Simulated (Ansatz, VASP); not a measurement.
One calculation of Al3GaN4, two programs

INCAR

```
SYSTEM = Al3GaN4
PREC = Accurate
ENCUT = 520
EDIFF = 1E-6
ISMEAR = 0
SIGMA = 0.05
LREAL = .False.
LASPH = .True.
NELM = 80
ALGO = Normal
ISIF = 2
LWAVE = .False.
LCHARG = .False.
GGA = PS
NBANDS = 31
```

Contents of KPOINTS:

```
Automatic mesh
0
Gamma
  6 6 6
  0 0 0
```

Contents of POSCAR:

```
Al3GaN4
1.0
    4.4069948390      0.0000000000      0.0000000000
    0.0000000000      4.4069948390      0.0000000000
    0.0000000000      0.0000000000      4.4069948390
Al Ga N
3 1 4
Direct
    0.5000000000      0.5000000000      0.0000000000
    0.5000000000      0.0000000000      0.5000000000
    0.0000000000      0.5000000000      0.5000000000
    0.0065503851      0.0065503851      0.0065503851
    0.7447077168      0.7447077168      0.2552922832
    0.7447077168      0.2552922832      0.7447077168
    0.2552922832      0.7447077168      0.7447077168
    0.2552922832      0.2552922832      0.2552922832
```

Input for Ansatz:

```yaml
crystal:
  lattice:
    - [4.406994839, 0.0, 0.0]
    - [0.0, 4.406994839, 0.0]
    - [0.0, 0.0, 4.406994839]
  atoms:
    - { symbol: Al, position: [0.5, 0.5, 0.0] }
    - { symbol: Al, position: [0.5, 0.0, 0.5] }
    - { symbol: Al, position: [0.0, 0.5, 0.5] }
    - { symbol: Ga, position: [0.0065503851, 0.0065503851, 0.0065503851] }
    - { symbol: "N", position: [0.7447077168, 0.7447077168, 0.2552922832] }
    - { symbol: "N", position: [0.7447077168, 0.2552922832, 0.7447077168] }
    - { symbol: "N", position: [0.2552922832, 0.7447077168, 0.7447077168] }
    - { symbol: "N", position: [0.2552922832, 0.2552922832, 0.2552922832] }
basis:
  ecutwfc: 420
kpoints:
  mp_grid: { grid: [6, 6, 6] }
hamiltonian:
  xc: pbesol
scf:
  occupations: { method: gaussian, width: 0.05 }
output:
  forces: true
  stress: true
  eigenvalues: true
```

Change from the starting cell: all Ga atoms moved +0.050 Å, as atom 4 along Cartesian [1 1 1].

Alike in both runs: task single point; functional PBEsol; k mesh 6 × 6 × 6; occupations gaussian, width 0.05 eV; no spin polarisation.

```csv
,VASP,Ansatz
version,VASP 6.6.1,Ansatz 0.2.0
potentials or method,"VASP PAW PBE potentials, release 64 (Al, Ga_d, N), cutoff 520 eV","scalar-relativistic, plane waves, PAW"
valence electrons in the cell,42,42
```

Ansatz gave:

| Property | Result |
| --- | --- |
| gap on the k mesh at the Fermi level (eV) | 3.22 |
| least direct gap on the mesh (eV) | 3.22 |
| pressure (GPa) | 0.1 |
| traceless stress, the component that is largest in VASP (GPa) | 0.56 |
| rms of the force components (eV/Å) | 0.237 |

Estimate VASP's values.

gap on the k mesh at the Fermi level (eV): 3.22; least direct gap on the mesh (eV): 3.22; pressure (GPa): 0.0; traceless stress, the component that is largest in VASP (GPa): 0.55; rms of the force components (eV/Å): 0.235.

VASP's potentials were made for PBE, not for PBEsol. Atom by atom the forces differ by 0.004 eV/Å (rms over components).
